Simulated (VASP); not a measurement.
AlN:

```
CELL_PARAMETERS angstrom
0.00000 2.16194 2.20839
2.16194 0.00000 2.20839
2.16194 2.16194 0.00000
ATOMIC_POSITIONS crystal
Al 0.00000 0.00000 0.00000
N 0.25000 0.25000 0.25000
```

This cell differs from its parent crystal: epitaxial xy strain -1.1%.

Program: VASP 6.6.1. Alike in all runs: task single point; potentials or basis VASP PAW PBE potentials, release 64 (Al, N); no spin polarisation; cell as given; cutoff (eV) 520.

Problem. Order these runs on this cell by their band gap on the k mesh, lowest first.
A. level r2SCAN; k mesh 10 × 10 × 10; smearing gaussian 0.01 eV
B. level HSE06; k mesh 8 × 8 × 8; smearing gaussian 0.01 eV; grid for exact exchange (PRECFOCK) Normal; screening parameter 0.2079 1/Å
C. level PBE; k mesh 10 × 10 × 10; smearing fermi-dirac 0.02 eV

Solution. C (3.26 eV), A (3.88 eV), B (4.50 eV).

A k mesh can miss the band edges.
